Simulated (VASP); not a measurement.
# H21ClO10 in VASP: further runs

The runs below take H21ClO10 through single point, with r2SCAN.

All numbers are computed with VASP 6.6.1; they aren't measurements. Logs are shortened: lines on timing, memory, paths and dates and some standing lists are left out, and cuts for length are marked.

## (1) The cell of the first run

The cell holds a disordered packing, 32 atoms: a = 7.054 Å, b = 7.054 Å, c = 7.054 Å, α = 90.00°, β = 90.00°, γ = 90.00°.

## (2) Single point, r2SCAN

POSCAR reads:

```
H21ClO10
1.0
    7.0540040000      0.0000000000      0.0000000000
    0.0000000000      7.0540040000      0.0000000000
    0.0000000000      0.0000000000      7.0540040000
O H Cl
10 21 1
Direct
    0.3307199712      0.3106462656      0.2679612884
    0.6977739168      0.7650265013      0.0611284031
    0.4784800235      0.8050321491      0.6887861135
    0.3578960261     -0.0451941904      1.0107592794
    0.3662742465      0.4404874168      0.8671387201
    0.9357664101      0.5487379933      0.6590299637
    0.7074988900      0.2669122388      0.8864610794
    0.9598378453      0.4668128909      0.2399063000
    0.2405867646      0.9076830691      0.3706405610
    1.0273030750      1.0554572977      0.8034160457
    0.3464131860      0.2521971918      0.1432094453
    0.2825345719      0.2119505461      0.3481001712
    0.6652675558      0.8755878222     -0.0165863246
    0.8051172072      0.7103908645     -0.0080096354
    0.3941165897      0.8246238590      0.5832999244
    0.6029199870      0.8170253377      0.6340370660
    0.2537991189      0.0028069165      0.9328602592
    0.3996878936     -0.1467535318      0.9329736700
    0.4205412982      0.5650974964      0.8410967728
    0.2817832255      0.4187550787      0.7561804615
    0.9698463454      0.5401045987      0.5204703598
    0.8812441842      0.4203144767      0.6788768478
    0.7179468568      0.3429541577      1.0017998289
    0.5856957269      0.3168555050      0.8375243337
    0.8734755467      0.3569320346      0.2591152486
    1.0827184107      0.4084063462      0.2188260738
    0.1320810138      0.8203993080      0.3691378684
    0.2984262555      0.8997584918      0.2427557455
    1.0025228225      0.9331154334      0.7583494424
    0.9231069333      1.1372548130      0.7785649115
    0.7488371144      0.8847740943      0.2384461364
    0.7833281637      0.9936342537      0.4047913781
```

INCAR.step1 reads:

```
SYSTEM = H21ClO10
ALGO = Normal ; EDIFF = 1E-5
ENCUT = 910 ; GGA = PE
GGA_COMPAT = .FALSE. ; ISMEAR = -1
LASPH = .TRUE. ; LCHARG = .FALSE.
LREAL = Auto ; LWAVE = .TRUE.
NBANDS = 66 ; NELM = 120
PREC = Accurate ; SIGMA = 0.02
```

INCAR.step2 reads:

```
SYSTEM = H21ClO10
ALGO = Normal ; EDIFF = 1E-6
ENCUT = 910 ; GGA_COMPAT = .FALSE.
ISIF = 2 ; ISMEAR = -1
ISTART = 1 ; LASPH = .TRUE.
LCHARG = .TRUE. ; LELF = .TRUE.
LMIXTAU = .TRUE. ; LREAL = Auto
LVHAR = .TRUE. ; LWAVE = .FALSE.
METAGGA = R2SCAN ; NBANDS = 66
NELM = 120 ; PREC = Accurate
SIGMA = 0.02
```

KPOINTS reads:

```
k-points
0
G
  1 1 1
  0 0 0
```

Potentials or basis: VASP PAW PBE potentials, release 64 (O_h, H_h, Cl).

Started as:

```sh
$ cat potpaw_PBE.64/O_h/POTCAR potpaw_PBE.64/H_h/POTCAR potpaw_PBE.64/Cl/POTCAR > POTCAR
$ cp INCAR.step1 INCAR
$ mpirun -np 1 vasp_gam > vasp.out
$ cp INCAR.step2 INCAR
$ mpirun -np 1 vasp_gam > vasp.out
```

OUTCAR:

```text
SYSTEM = H21ClO10
   EDIFF = 1E-6
   ENCUT = 910
   ISIF = 2
   ISMEAR = -1
   ISTART = 1
   LASPH = .TRUE.
   LREAL = Auto
   METAGGA = R2SCAN
   NELM = 120
   PREC = Accurate

 ion  position               nearest neighbor table
   1  0.331  0.311  0.268-  12 0.96  11 0.98
   2  0.698  0.765  0.061-  14 0.98  13 0.98
   3  0.478  0.805  0.689-  16 0.96  15 0.96
   4  0.358  0.955  0.011-  18 0.95  17 0.98
   5  0.366  0.440  0.867-  19 0.98  20 1.00
   6  0.936  0.549  0.659-  22 0.99  21 1.01
   7  0.707  0.267  0.886-  23 0.98  24 0.99
   8  0.960  0.467  0.240-  26 0.97  25 1.00
   9  0.241  0.908  0.371-  27 0.98  28 0.99
  10  0.027  0.055  0.803-  29 0.94  30 0.95
  11  0.346  0.252  0.143-   1 0.98
  12  0.283  0.212  0.348-   1 0.96
  13  0.665  0.876  0.983-   2 0.98
  14  0.805  0.710  0.992-   2 0.98
  15  0.394  0.825  0.583-   3 0.96
  16  0.603  0.817  0.634-   3 0.96
[... 14 lines left out ...]
  31  0.749  0.885  0.238-  32 1.42
  32  0.783  0.994  0.405-  31 1.42

  LATTYP: Found a simple cubic cell.
 ALAT       =     7.0540040000

  Lattice vectors:

 A1 = (   7.0540040000,   0.0000000000,   0.0000000000)
 A2 = (   0.0000000000,   7.0540040000,   0.0000000000)
 A3 = (   0.0000000000,   0.0000000000,   7.0540040000)

Analysis of symmetry for initial positions (statically):
=====================================================================
 Subroutine PRICEL returns:
 Original cell was already a primitive cell.

 Routine SETGRP: Setting up the symmetry group for a
 simple cubic supercell.

 Subroutine GETGRP returns: Found  1 space group operations
 (whereof  1 operations were pure point group operations)
 out of a pool of 48 trial point group operations.

The static configuration has the point symmetry C_1 .

Analysis of symmetry for dynamics (positions and initial velocities):
=====================================================================
 Subroutine PRICEL returns:
 Original cell was already a primitive cell.

 Routine SETGRP: Setting up the symmetry group for a
 simple cubic supercell.

 Subroutine GETGRP returns: Found  1 space group operations
 (whereof  1 operations were pure point group operations)
 out of a pool of 48 trial point group operations.

The dynamic configuration has the point symmetry C_1 .

 Subroutine INISYM returns: Found  1 space group operations
 (whereof  1 operations are pure point group operations),
 and found     1 'primitive' translations

----------------------------------------------------------------------------------------

                                     Primitive cell

  volume of cell :     351.0000

  direct lattice vectors                    reciprocal lattice vectors
     7.054004000  0.000000000  0.000000000     0.141763458  0.000000000  0.000000000
     0.000000000  7.054004000  0.000000000     0.000000000  0.141763458  0.000000000
     0.000000000  0.000000000  7.054004000     0.000000000  0.000000000  0.141763458

  length of vectors
     7.054004000  7.054004000  7.054004000     0.141763458  0.141763458  0.141763458

  position of ions in fractional coordinates (direct lattice)
     0.330719971  0.310646266  0.267961288
     0.697773917  0.765026501  0.061128403
     0.478480023  0.805032149  0.688786114
     0.357896026  0.954805810  0.010759279
     0.366274246  0.440487417  0.867138720
     0.935766410  0.548737993  0.659029964
[... 24 lines left out ...]
     0.748837114  0.884774094  0.238446136
     0.783328164  0.993634254  0.404791378

  ion indices of the primitive-cell ions
   primitive index   ion index
                 1           1
                 2           2
                 3           3
                 4           4
                 5           5
                 6           6
[... 24 lines left out ...]
                31          31
                32          32

----------------------------------------------------------------------------------------

 KPOINTS: k-points

Automatic generation of k-mesh.
 Grid dimensions read from file:
 generate k-points for:    1    1    1

 Generating k-lattice:

  Cartesian coordinates                     Fractional coordinates (reciprocal lattice)
     0.141763458  0.000000000  0.000000000     1.000000000  0.000000000  0.000000000
     0.000000000  0.141763458  0.000000000     0.000000000  1.000000000  0.000000000
     0.000000000  0.000000000  0.141763458     0.000000000  0.000000000  1.000000000

  Length of vectors
     0.141763458  0.141763458  0.141763458

  Shift w.r.t. Gamma in fractional coordinates (k-lattice)
     0.000000000  0.000000000  0.000000000

 Subroutine IBZKPT returns following result:
 ===========================================

 Found      1 irreducible k-points:

 Following reciprocal coordinates:
            Coordinates               Weight
  0.000000  0.000000  0.000000      1.000000
   k-points           NKPTS =      1   k-points in BZ     NKDIM =      1   number of bands    NBANDS=     66
   number of dos      NEDOS =    301   number of ions     NIONS =     32
   total plane-waves  NPLWV = 343000
   dimension x,y,z NGX =    70 NGY =   70 NGZ =   70
   dimension x,y,z NGXF=   140 NGYF=  140 NGZF=  140
   ions per type =              10  21   1
   NGX,Y,Z   is equivalent  to a cutoff of  16.50, 16.50, 16.50 a.u.
   NGXF,Y,Z  is equivalent  to a cutoff of  32.99, 32.99, 32.99 a.u.
 SYSTEM =  H21ClO10
   PREC   = accura    normal or accurate (medium, high low for compatibility)
   ISTART =      1    job   : 0-new  1-cont  2-samecut
   ICHARG =      0    charge: 1-file 2-atom 10-const
   ISPIN  =      1    spin polarized calculation?
   LNONCOLLINEAR =      F non collinear calculations
   LSORBIT =      F    spin-orbit coupling
   LASPH  =      T    aspherical Exc in radial PAW
   ENCUT  =  910.0 eV  66.88 Ry    8.18 a.u.  17.35 17.35 17.35*2*pi/ulx,y,z
   NELM   =    120;   NELMIN=  2; NELMDL=  0     # of ELM steps
   EDIFF  = 0.1E-05   stopping-criterion for ELM
   LREAL  =      T    real-space projection
   EDIFFG = 0.1E-04   stopping-criterion for IOM
   NSW    =      0    number of steps for IOM
   IBRION =     -1    ionic relax: 0-MD 1-quasi-New 2-CG
   NFREE  =      0    steps in history (QN), initial steepest desc. (CG)
   ISIF   =      2    stress and relaxation
   ISYM   =      2    0-nonsym 1-usesym 2-fastsym
   POTIM  = 0.5000    time-step for ionic-motion
   TEBEG  =    0.0;   TEEND  =   0.0 temperature during run
   PSTRESS=    0.0 pullay stress
   NELECT =      88.0000    total number of electrons
   NUPDOWN=      -1.0000    fix difference up-down
   EMIN   =  10.00;   EMAX   =-10.00  energy-range for DOS
   EFERMI =   0.00;   METHOD = LEGACY
   ISMEAR =    -1;   SIGMA  =   0.02  broadening in eV -4-tet -1-fermi 0-gaus
   EFERMI_NEDOS =   21; number of points for ismear=-14 and -15
   IALGO  =     38    algorithm
   IMIX   =      4    mixing-type and parameters
     AMIX     =   0.40;   BMIX     =  1.00
     AMIX_MAG =   1.60;   BMIX_MAG =  1.00
  volume/ion in A,a.u.               =      10.97        74.02
  Fermi-wavevector in a.u.,A,eV,Ry     =   1.032286  1.950738 14.498563  1.065614
  Thomas-Fermi vector in A             =   2.166476
   LORBIT       =      0    0 simple, 1 ext, 2 COOP (PROOUT), +10 PAW based schemes
   METAGGA = R2SCAN    functional components
   LHFCALC =     F    Hartree Fock is set to
   AEXX    =    0.0000 exact exchange contribution
   IVDW    =     0    specifies the selected vdW correction
   LEPSILON=     F    determine dielectric tensor
   LRPA    =     F    only Hartree local field effects (RPA)
 non-spin polarized calculation
  energy-cutoff  :      910.00
  volume of cell :      351.00
 maximum number of plane-waves:     10988
 NGX is ok and might be reduce to    70
   NGX = 35   NGY = 35   NGZ = 35

 number of electron      87.9999995 magnetization

 Free energy of the ion-electron system (eV)
  ---------------------------------------------------
  ext. energy  EPLUGINS =         0.00000000
  ---------------------------------------------------
  free energy    TOTEN  =      -168.14564255 eV

  energy without entropy =     -168.14564255  energy(sigma->0) =     -168.14564255

 E-fermi :  -3.2911     XC(G=0):  -7.0268

 val. band max:       -3.8685076805   @ k =   0.0000   0.0000   0.0000
 cond. band min:       1.2989847297   @ k =   0.0000   0.0000   0.0000
 fundamental gap:      5.1674924102
 Fermi energy:        -3.2911007918

 k-point     1 :       0.0000    0.0000    0.0000
  band No.  band energies     occupation
      1     -24.5108      2.00000
      2     -23.7900      2.00000
      3     -23.6058      2.00000
      4     -23.4751      2.00000
      5     -23.2817      2.00000
      6     -23.2196      2.00000
[... 48 lines left out ...]
     55       6.2899      0.00000
     56       6.4443      0.00000
 [bands above 56 left out]

------------------------ aborting loop because EDIFF is reached ----------------------------------------

  FORCE on cell =-STRESS in cart. coord.  units (eV):
  Direction    XX          YY          ZZ          XY          YZ          ZX
  --------------------------------------------------------------------------------------
  -------------------------------------------------------------------------------------
  Total       -0.6496042     -3.5297278     -5.0512476     -2.5442857     -0.4475992      0.1050659
  in kB       -2.9651885    -16.1118235    -23.0569648    -11.6136666     -2.0431150      0.4795844
  external PRESSURE =     -14.0446589 kB  Pullay stress =       0.0000000 kB

 VOLUME and BASIS-vectors are now :
 -----------------------------------------------------------------------------
  energy-cutoff  :      910.00
  volume of cell :      351.00
      direct lattice vectors                 reciprocal lattice vectors
     7.054004000  0.000000000  0.000000000     0.141763458  0.000000000  0.000000000
     0.000000000  7.054004000  0.000000000     0.000000000  0.141763458  0.000000000
     0.000000000  0.000000000  7.054004000     0.000000000  0.000000000  0.141763458

 POSITION                                       TOTAL-FORCE (eV/Angst)
 -----------------------------------------------------------------------------------
      2.33290      2.19130      1.89020        -0.155956      0.214174     -0.749291
      4.92210      5.39650      0.43120         0.524466      0.656773     -0.646540
      3.37520      5.67870      4.85870         0.317562     -0.596057      0.449714
      2.52460      6.73520      0.07590        -0.776668      0.663341      0.468638
      2.58370      3.10720      6.11680        -0.611881     -0.011027     -1.313515
      6.60090      3.87080      4.64880         0.118798     -1.297534     -1.553735
[... 24 lines left out ...]
      5.28230      6.24120      1.68200         0.179490      0.205043      0.746468
      5.52560      7.00910      2.85540        -0.210668     -0.416922     -1.003661
 -----------------------------------------------------------------------------------
    total drift:                                0.002272      0.007697      0.000215

  FREE ENERGIE OF THE ION-ELECTRON SYSTEM (eV)
  ---------------------------------------------------
  free  energy   TOTEN  =      -168.1456425458 eV

  energy  without entropy=     -168.1456425458  energy(sigma->0) =     -168.14564255
```

It took 5.3 min on 1 thread of Intel Xeon Platinum 8375C at 2.90GHz (Ice Lake), shared host; peak memory 0.77 GiB.

Results:

- Free energy: -168.1456 eV
- Pressure: -1.4 GPa
- Largest force: 2.028 eV/Å
- Band gap on the k mesh: 5.17 eV

Forces on the atoms (eV/Å):
```
O   -0.156  0.214 -0.749
O    0.524  0.657 -0.647
O    0.318 -0.596  0.450
O   -0.777  0.663  0.469
O   -0.612 -0.011 -1.314
O    0.119 -1.298 -1.554
O   -0.316  0.697  0.139
O   -1.231 -0.909  0.234
O   -0.322 -0.848  0.120
O    1.584  0.645  0.832
H    0.057  0.199  0.640
H    0.042 -0.581  0.065
H   -0.101 -0.255  0.269
H   -0.225 -0.005  0.594
H   -0.449  0.298 -0.647
H    0.120 -0.025 -0.163
H   -0.024  0.293  0.355
H    0.474 -0.535 -0.591
H   -0.207 -0.198 -0.173
H    0.686  0.300  1.170
H   -0.474  0.255  1.301
H    0.248  1.291  0.255
H    0.268 -0.446 -0.483
H    0.187 -0.395  0.211
H    0.910  1.008 -0.027
H    0.468 -0.058  0.064
H    0.737  0.758 -0.169
H   -0.387  0.016  0.265
H   -0.542 -1.101 -0.798
H   -0.889  0.177  0.140
H    0.179  0.205  0.746
Cl  -0.211 -0.417 -1.004
```

Levels at points of the mesh, in eV from the valence-band top:
```
           k point  band 41  band 42  band 43  band 44  band 45  band 46  band 47  band 48
(0.00, 0.00, 0.00)    -0.31    -0.26    -0.13     0.00     5.17     7.71     8.14     8.38
```

Caveat: the k points lie up to 0.89 Å⁻¹ apart; the cutoff is under 1.25 times the usual one of these potentials, so pressure, stress and relaxed cells hold a basis-set (Pulay) error; the atoms stand as in a frame of molecular dynamics; the PAW data sets were made with another functional, which shifts forces and pressure a little.

(Part 1 of 2 ends here.)
